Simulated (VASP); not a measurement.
Set up this calculation in VASP 6.6.1, as the native input.

```
Task                   : single point
Functional             : PBE
Potentials or basis    : VASP PAW PBE potentials, release 64 (K_sv, F)
Cutoff                 : 600 eV
k mesh                 : 4 × 4 × 4
Occupations            : gaussian, width 0.1 eV
Spin                   : no spin polarisation
Dipole correction      : no
Further INCAR settings : ALGO = Normal; EDIFF = 1e-06; NBANDS = 15
```

The structure of KF lies in POSCAR:

```
KF
1.0
    3.2589550000      0.0000000000      0.0000000000
    0.0000000000      3.2589550000      0.0000000000
    0.0000000000      0.0000000000      3.2589550000
K F
1 1
Direct
    0.0000000000      0.0000000000      0.0000000000
    0.5000000000      0.5000000000      0.5000000000
```

These files were run (other wordings do the same):

INCAR

```
SYSTEM = KF
  ALGO = Normal
  EDIFF = 1E-6
  ENCUT = 600
  GGA = PE
  GGA_COMPAT = .False.
  ISIF = 2
  ISMEAR = 0
  LASPH = .True.
  LCHARG = .False.
  LREAL = .False.
  LWAVE = .False.
  NBANDS = 15
  NELM = 120
  PREC = Accurate
  SIGMA = 0.1
```

KPOINTS

```
k-points
0
Gamma
  4 4 4
  0 0 0
```

Potentials or basis: VASP PAW PBE potentials, release 64 (K_sv, F).

Command:

```sh
$ cat potpaw_PBE.64/K_sv/POTCAR potpaw_PBE.64/F/POTCAR > POTCAR
$ mpirun -np 1 vasp_std > vasp.out
```

It gave:

```
Pressure               : 0.0 GPa
Band gap on the k mesh : 6.26 eV, indirect (least direct gap 6.31 eV)
```

Caveat: the k points lie up to 0.48 Å⁻¹ apart.

Run time: 16 s on 1 thread of Intel Xeon 8259CL, on a shared host, peak memory 0.15 GiB.
